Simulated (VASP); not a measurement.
A run of VASP 6.6.1 is set up as follows.

The input INCAR:

```
SYSTEM = Re
PREC = Accurate
ENCUT = 600
EDIFF = 1E-6
ISMEAR = -1
SIGMA = 0.05
LREAL = .False.
LASPH = .True.
NELM = 80
ALGO = Normal
ISIF = 3
LWAVE = .False.
LCHARG = .False.
GGA = PE
IBRION = 2
NSW = 80
EDIFFG = -0.03
PSTRESS = 400.0
```

The input KPOINTS:

```
Automatic mesh
0
Gamma
  10 10 10
  0 0 0
```

The input POSCAR:

```
Re
1.0
    2.5300000000      0.0000000000      0.0000000000
    0.0000000000      2.5300000000      0.0000000000
    0.0000000000      0.0000000000      2.5300000000
Re
1
Direct
    0.0000000000      0.0000000000      0.0000000000
```

Potentials or basis: VASP PAW PBE potentials, release 64 (Re).

Run with:

```bash
$ cat potpaw_PBE.64/Re/POTCAR > POTCAR
$ mpirun -np 1 vasp_std > vasp.out
```

Question: What does it give for the relaxed volume?

Answer: 15.18 Å³/atom.

Question: Predict the relaxed cell.

Answer: a = 2.476 Å, b = 2.476 Å, c = 2.476 Å, α = 90.00°, β = 90.00°, γ = 90.00°.

Final structure:
```
CELL_PARAMETERS angstrom
2.47595 0.00000 0.00000
0.00000 2.47595 0.00000
0.00000 0.00000 2.47595
ATOMIC_POSITIONS crystal
Re 0.00000 0.00000 0.00000
```

Caveat: the cell is relaxed towards a set pressure, so the enthalpy falls and the energy may rise.
